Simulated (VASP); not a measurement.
Wanted: the native input for a VASP 6.6.1 run.

```yaml
Task: single point
Functional: PBE
Potentials_or_basis: VASP PAW PBE potentials, release 64 (Mg, S)
Cutoff: 520 eV
k_mesh: 8 × 8 × 8
Occupations: fermi-dirac, width 0.01 eV
Spin: no spin polarisation
Dipole_correction: no
Further_INCAR_settings: ALGO = Normal; EDIFF = 1e-07; NBANDS = 11
```

The structure of MgS lies in POSCAR:

```
MgS
1.0
   -0.0520330000      2.5756335000      2.5756335000
    2.5756335000     -0.0520330000      2.5756335000
    2.5756335000      2.5756335000     -0.0520330000
Mg S
1 1
Direct
    0.0000000000      0.0000000000      0.0000000000
    0.5000000000      0.5000000000      0.5000000000
```

This cell differs from its parent crystal: equal xy, yz and zx shear strains of -2 %.

The input as run:

INCAR

```
PREC = Accurate
ENCUT = 520
EDIFF = 1E-7
ISMEAR = -1
SIGMA = 0.01
LREAL = F
LASPH = T
NELM = 80
ALGO = Normal
ISIF = 2
LWAVE = F
LCHARG = F
GGA = PE
NBANDS = 11
```

KPOINTS

```
Automatic mesh
0
Gamma
  8 8 8
```

Potentials or basis: VASP PAW PBE potentials, release 64 (Mg, S).

Command:

```console
$ cat potpaw_PBE.64/Mg/POTCAR potpaw_PBE.64/S/POTCAR > POTCAR
$ mpirun -np 1 vasp_std > vasp.out
```

It gave:

```
Pressure               : 0.9 GPa
Band gap on the k mesh : 2.58 eV, indirect (least direct gap 3.52 eV)
```

Caveat: the cell differs from its parent crystal (equal xy, yz and zx shear strains of -2 %).

Wall time 18 s on 1 thread of Intel Xeon 6975P-C (shared host), peak memory 0.17 GiB.
